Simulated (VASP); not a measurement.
# Sb (F-43m) in VASP: notebook

The runs below take Sb through single point, relaxation of cell and atoms, with PBE.

Everything below comes from runs of VASP 6.6.1. Logs are shortened: lines on timing, memory, paths and dates and some standing lists are left out, and cuts for length are marked.

## Step 1: The cell of the first run

The structure is cubic, space group F-43m (No. 216). Conventional cell: a = 8.280 Å, b = 8.280 Å, c = 8.280 Å, α = 90.00°, β = 90.00°, γ = 90.00°. Sb (site symmetry 3m) has 6 Sb at 2.76 to 3.09 Å within 3.6 Å.

The cell was generated, and may not be a known phase.

## Step 2: Single point, PBE

Input file INCAR:

```
SYSTEM = Sb
  PREC = Accurate
  ENCUT = 520
  EDIFF = 1E-6
  ISMEAR = 0
  SIGMA = 0.1
  LREAL = .FALSE.
  LASPH = .TRUE.
  NELM = 60
  ALGO = Normal
  ISIF = 2
  LWAVE = .FALSE.
  LCHARG = .TRUE.
  GGA = PE
  LELF = .TRUE.
  LVHAR = .TRUE.
  NBANDS = 18
```

Input file KPOINTS:

```
Automatic mesh
0
G
  4 4 4
  0 0 0
```

Input file POSCAR:

```
Sb
1.0
    0.0000000000      4.1400974700      4.1400974700
    4.1400974700      0.0000000000      4.1400974700
    4.1400974700      4.1400974700      0.0000000000
Sb
4
Direct
    0.3821260400      0.3821260400      0.3821260400
    0.3821260400      0.3821260400      0.8536218700
    0.3821260400      0.8536218700      0.3821260400
    0.8536218700      0.3821260400      0.3821260400
```

Potentials or basis: VASP PAW PBE potentials, release 64 (Sb).

The run is started by

```
cat potpaw_PBE.64/Sb/POTCAR > POTCAR
mpirun -np 1 vasp_std > vasp.out
```

OUTCAR:

```text
SYSTEM = Sb
   PREC = Accurate
   ENCUT = 520
   EDIFF = 1E-6
   ISMEAR = 0
   LREAL = .FALSE.
   LASPH = .TRUE.
   NELM = 60
   ISIF = 2
   GGA = PE

 ion  position               nearest neighbor table
   1  0.382  0.382  0.382-   2 2.76   3 2.76   4 2.76   2 3.09   3 3.09   4 3.09
   2  0.382  0.382  0.854-   1 2.76   3 2.76   4 2.76   1 3.09   3 3.09   4 3.09
   3  0.382  0.854  0.382-   1 2.76   2 2.76   4 2.76   2 3.09   1 3.09   4 3.09
   4  0.854  0.382  0.382-   1 2.76   2 2.76   3 2.76   1 3.09   2 3.09   3 3.09

  LATTYP: Found a face centered cubic cell.
 ALAT       =     8.2801949400

  Lattice vectors:

 A1 = (   0.0000000000,   4.1400974700,   4.1400974700)
 A2 = (   4.1400974700,   0.0000000000,   4.1400974700)
 A3 = (   4.1400974700,   4.1400974700,   0.0000000000)

Analysis of symmetry for initial positions (statically):
=====================================================================
 Subroutine PRICEL returns:
 Original cell was already a primitive cell.

 Routine SETGRP: Setting up the symmetry group for a
 face centered cubic supercell.

 Subroutine GETGRP returns: Found 24 space group operations
 (whereof 24 operations were pure point group operations)
 out of a pool of 48 trial point group operations.

The static configuration has the point symmetry T_d .

Analysis of symmetry for dynamics (positions and initial velocities):
=====================================================================
 Subroutine PRICEL returns:
 Original cell was already a primitive cell.

 Routine SETGRP: Setting up the symmetry group for a
 face centered cubic supercell.

 Subroutine GETGRP returns: Found 24 space group operations
 (whereof 24 operations were pure point group operations)
 out of a pool of 48 trial point group operations.

The dynamic configuration has the point symmetry T_d .

 Subroutine INISYM returns: Found 24 space group operations
 (whereof 24 operations are pure point group operations),
 and found     1 'primitive' translations

----------------------------------------------------------------------------------------

                                     Primitive cell

  volume of cell :     141.9259

  direct lattice vectors                    reciprocal lattice vectors
     0.000000000  4.140097470  4.140097470    -0.120770104  0.120770104  0.120770104
     4.140097470  0.000000000  4.140097470     0.120770104 -0.120770104  0.120770104
     4.140097470  4.140097470  0.000000000     0.120770104  0.120770104 -0.120770104

  length of vectors
     5.854981992  5.854981992  5.854981992     0.209179955  0.209179955  0.209179955

  position of ions in fractional coordinates (direct lattice)
     0.382126040  0.382126040  0.382126040
     0.382126040  0.382126040  0.853621870
     0.382126040  0.853621870  0.382126040
     0.853621870  0.382126040  0.382126040

  ion indices of the primitive-cell ions
   primitive index   ion index
                 1           1
                 2           2
                 3           3
                 4           4

----------------------------------------------------------------------------------------

 KPOINTS: Automatic mesh

Automatic generation of k-mesh.
 Grid dimensions read from file:
 generate k-points for:    4    4    4

 Generating k-lattice:

  Cartesian coordinates                     Fractional coordinates (reciprocal lattice)
    -0.030192526  0.030192526  0.030192526     0.250000000  0.000000000  0.000000000
     0.030192526 -0.030192526  0.030192526     0.000000000  0.250000000  0.000000000
     0.030192526  0.030192526 -0.030192526     0.000000000  0.000000000  0.250000000

  Length of vectors
     0.052294989  0.052294989  0.052294989

  Shift w.r.t. Gamma in fractional coordinates (k-lattice)
     0.000000000  0.000000000  0.000000000

 Subroutine IBZKPT returns following result:
 ===========================================

 Found      8 irreducible k-points:

 Following reciprocal coordinates:
            Coordinates               Weight
  0.000000  0.000000  0.000000      1.000000
  0.250000  0.000000  0.000000      8.000000
  0.500000  0.000000  0.000000      4.000000
  0.250000  0.250000  0.000000      6.000000
  0.500000  0.250000  0.000000     24.000000
 -0.250000  0.250000  0.000000     12.000000
  0.500000  0.500000  0.000000      3.000000
 -0.250000  0.500000  0.250000      6.000000
   k-points           NKPTS =      8   k-points in BZ     NKDIM =      8   number of bands    NBANDS=     18
   number of dos      NEDOS =    301   number of ions     NIONS =      4
   total plane-waves  NPLWV = 110592
   dimension x,y,z NGX =    48 NGY =   48 NGZ =   48
   dimension x,y,z NGXF=    96 NGYF=   96 NGZF=   96
   ions per type =               4
   NGX,Y,Z   is equivalent  to a cutoff of  13.63, 13.63, 13.63 a.u.
   NGXF,Y,Z  is equivalent  to a cutoff of  27.26, 27.26, 27.26 a.u.
 SYSTEM =  Sb
   PREC   = accura    normal or accurate (medium, high low for compatibility)
   ISTART =      0    job   : 0-new  1-cont  2-samecut
   ICHARG =      2    charge: 1-file 2-atom 10-const
   ISPIN  =      1    spin polarized calculation?
   LNONCOLLINEAR =      F non collinear calculations
   LSORBIT =      F    spin-orbit coupling
   LASPH  =      T    aspherical Exc in radial PAW
   ENCUT  =  520.0 eV  38.22 Ry    6.18 a.u.  10.89 10.89 10.89*2*pi/ulx,y,z
   NELM   =     60;   NELMIN=  2; NELMDL= -5     # of ELM steps
   EDIFF  = 0.1E-05   stopping-criterion for ELM
   LREAL  =      F    real-space projection
   EDIFFG = 0.1E-04   stopping-criterion for IOM
   NSW    =      0    number of steps for IOM
   IBRION =     -1    ionic relax: 0-MD 1-quasi-New 2-CG
   NFREE  =      0    steps in history (QN), initial steepest desc. (CG)
   ISIF   =      2    stress and relaxation
   ISYM   =      2    0-nonsym 1-usesym 2-fastsym
   POTIM  = 0.5000    time-step for ionic-motion
   TEBEG  =    0.0;   TEEND  =   0.0 temperature during run
   PSTRESS=    0.0 pullay stress
   NELECT =      20.0000    total number of electrons
   NUPDOWN=      -1.0000    fix difference up-down
   EMIN   =  10.00;   EMAX   =-10.00  energy-range for DOS
   EFERMI =   0.00;   METHOD = LEGACY
   ISMEAR =     0;   SIGMA  =   0.10  broadening in eV -4-tet -1-fermi 0-gaus
   EFERMI_NEDOS =   21; number of points for ismear=-14 and -15
   IALGO  =     38    algorithm
   IMIX   =      4    mixing-type and parameters
     AMIX     =   0.40;   BMIX     =  1.00
     AMIX_MAG =   1.60;   BMIX_MAG =  1.00
  volume/ion in A,a.u.               =      35.48       239.44
  Fermi-wavevector in a.u.,A,eV,Ry     =   0.851918  1.609891  9.874614  0.725764
  Thomas-Fermi vector in A             =   1.968125
   LORBIT       =      0    0 simple, 1 ext, 2 COOP (PROOUT), +10 PAW based schemes
   GGA     = PE    functional components
   LHFCALC =     F    Hartree Fock is set to
   AEXX    =    0.0000 exact exchange contribution
   IVDW    =     0    specifies the selected vdW correction
   LEPSILON=     F    determine dielectric tensor
   LRPA    =     F    only Hartree local field effects (RPA)
 non-spin polarized calculation
 Gauss-broadening in eV      SIGMA  =   0.10
  energy-cutoff  :      520.00
  volume of cell :      141.93
 maximum number of plane-waves:      3860
 NGX is ok and might be reduce to    48
   NGX = 21   NGY = 21   NGZ = 21

 number of electron      20.0000000 magnetization

 Free energy of the ion-electron system (eV)
  ---------------------------------------------------
  ext. energy  EPLUGINS =         0.00000000
  ---------------------------------------------------
  free energy    TOTEN  =       -13.73931287 eV

  energy without entropy =      -13.73931233  energy(sigma->0) =      -13.73931260

 E-fermi :   5.4476     XC(G=0):  -8.3304

 val. band max:        5.1442058926   @ k =   0.5000   0.5000   0.0000
 cond. band min:       5.7619453745   @ k =  -0.2500   0.5000   0.2500
 fundamental gap:      0.6177394819
 Fermi energy:         5.4476467002

 k-point     1 :       0.0000    0.0000    0.0000
  band No.  band energies     occupation
      1      -8.0705      2.00000
      2      -2.1172      2.00000
      3      -2.1172      2.00000
      4      -2.1172      2.00000
      5      -1.8863      2.00000
      6       1.3462      2.00000
[... 10 lines left out ...]
     17      10.5566      0.00000
     18      11.4670      0.00000

 k-point     2 :       0.2500    0.0000    0.0000
  band No.  band energies     occupation
      1      -7.8399      2.00000
      2      -4.0101      2.00000
      3      -2.3105      2.00000
      4      -2.3105      2.00000
      5      -0.4469      2.00000
      6       1.7797      2.00000
[... 10 lines left out ...]
     17      10.5090      0.00000
     18      10.6453      0.00000

 k-point     3 :       0.5000    0.0000    0.0000
  band No.  band energies     occupation
      1      -7.5214      2.00000
      2      -4.9737      2.00000
      3      -2.4705      2.00000
      4      -2.4705      2.00000
      5      -0.2359      2.00000
      6       1.9949      2.00000
[... 10 lines left out ...]
     17      11.5285      0.00000
     18      11.5300      0.00000

 k-point     4 :       0.2500    0.2500    0.0000
  band No.  band energies     occupation
      1      -7.7531      2.00000
      2      -4.2261      2.00000
      3      -2.5452      2.00000
      4      -2.5452      2.00000
      5       0.3035      2.00000
      6       1.1857      2.00000
[... 10 lines left out ...]
     17      10.2940      0.00000
     18      10.2940      0.00000

 k-point     5 :       0.5000    0.2500    0.0000
  band No.  band energies     occupation
      1      -7.4012      2.00000
      2      -5.1173      2.00000
      3      -2.8778      2.00000
      4      -2.6820      2.00000
      5       0.7264      2.00000
      6       1.9197      2.00000
[... 10 lines left out ...]
     17      10.6136      0.00000
     18      11.4038      0.00000

 k-point     6 :      -0.2500    0.2500    0.0000
  band No.  band energies     occupation
      1      -7.5332      2.00000
      2      -4.8472      2.00000
      3      -2.8705      2.00000
      4      -2.4794      2.00000
      5       0.4588      2.00000
      6       2.4009      2.00000
[... 10 lines left out ...]
     17       9.5132      0.00000
     18      11.2315      0.00000

 k-point     7 :       0.5000    0.5000    0.0000
  band No.  band energies     occupation
      1      -7.2457      2.00000
      2      -5.3900      2.00000
      3      -2.8596      2.00000
      4      -2.8596      2.00000
      5       0.9190      2.00000
      6       1.1534      2.00000
[... 10 lines left out ...]
     17      11.5248      0.00000
     18      11.5248      0.00000

 k-point     8 :      -0.2500    0.5000    0.2500
  band No.  band energies     occupation
      1      -7.2429      2.00000
      2      -5.3762      2.00000
      3      -2.9457      2.00000
      4      -2.9130      2.00000
      5       1.6048      2.00000
      6       1.8943      2.00000
[... 10 lines left out ...]
     17      10.6098      0.00000
     18      10.9279      0.00000

------------------------ aborting loop because EDIFF is reached ----------------------------------------

  FORCE on cell =-STRESS in cart. coord.  units (eV):
  Direction    XX          YY          ZZ          XY          YZ          ZX
  --------------------------------------------------------------------------------------
  -------------------------------------------------------------------------------------
  Total       11.4782069     11.4782069     11.4782069     -0.0000000     -0.0000000      0.0000000
  in kB      129.5755137    129.5755137    129.5755137     -0.0000000     -0.0000000      0.0000000
  external PRESSURE =     129.5755137 kB  Pullay stress =       0.0000000 kB

 VOLUME and BASIS-vectors are now :
 -----------------------------------------------------------------------------
  energy-cutoff  :      520.00
  volume of cell :      141.93
      direct lattice vectors                 reciprocal lattice vectors
     0.000000000  4.140097470  4.140097470    -0.120770104  0.120770104  0.120770104
     4.140097470  0.000000000  4.140097470     0.120770104 -0.120770104  0.120770104
     4.140097470  4.140097470  0.000000000     0.120770104  0.120770104 -0.120770104

 POSITION                                       TOTAL-FORCE (eV/Angst)
 -----------------------------------------------------------------------------------
      3.16408      3.16408      3.16408        -0.118959     -0.118959     -0.118959
      5.11612      5.11612      3.16408         0.118959      0.118959     -0.118959
      5.11612      3.16408      5.11612         0.118959     -0.118959      0.118959
      3.16408      5.11612      5.11612        -0.118959      0.118959      0.118959
 -----------------------------------------------------------------------------------
    total drift:                                0.000014      0.000014      0.000014

  FREE ENERGIE OF THE ION-ELECTRON SYSTEM (eV)
  ---------------------------------------------------
  free  energy   TOTEN  =       -13.7393128716 eV

  energy  without entropy=      -13.7393123318  energy(sigma->0) =      -13.73931260
```

Run time: 33 s. Hardware: 1 thread of AMD EPYC 7R13 (Zen 3), shared host; peak memory 0.27 GiB.

Results:

* Free energy: -13.7393 eV
* Pressure: 13.0 GPa
* Largest force: 0.206 eV/Å
* Band gap on the k mesh: 0.62 eV (least direct gap 0.69 eV)

Forces in eV/Å, atoms in the order of the input:
```
Sb  -0.119 -0.119 -0.119
Sb   0.119  0.119 -0.119
Sb   0.119 -0.119  0.119
Sb  -0.119  0.119  0.119
```

Levels at points of the mesh, in eV from the valence-band top:
```
           k point  band 7  band 8  band 9  band 10  band 11  band 12  band 13  band 14
(0.00, 0.00, 0.00)   -3.80   -3.80   -1.89    -1.89     1.95     4.35     4.35     4.35
(0.50, 0.00, 0.00)   -3.15   -0.47   -0.20    -0.20     0.70     0.75     0.75     3.10
(0.50, 0.50, 0.00)   -0.42   -0.42   -0.36     0.00     0.69     0.69     0.73     0.98
```

Caveat: the cell stands under pressure; semilocal functionals underestimate gaps, and a narrow one can read as zero; spin-orbit coupling is left out, which moves the levels of the heavy elements. A k mesh can miss the band edges.

(Part 1 of 3 ends here.)
